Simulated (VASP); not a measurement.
Runs of VASP 6.6.1 on CdSe. The structure is that of space group F-43m (No. 216), or close to it. The cells are those of the table. 

```tsv
cell	gap on the mesh (eV)	pressure (GPa)
a = 4.223 Å, angles 60.0°, 2 atoms	(a)	1.6
a = 4.399 Å, angles 60.0°, 2 atoms	0.22	-4.4
a = 4.455 Å, angles 60.0°, 2 atoms	0.15	-5.7
a = 4.283 Å, angles 60.0°, 2 atoms	(b)	-0.9
```

Alike in all rows: task single point; level LDA; potentials or basis VASP PAW LDA potentials, release 64 (Cd, Se); no spin polarisation; k mesh 6 × 6 × 6; cutoff (eV) 500; smearing gaussian 0.01 eV.

Estimate the missing entries.

(a) 0.47; (b) 0.39.

A k mesh can miss the band edges, and the runs leave out spin-orbit coupling on Cd, Se.
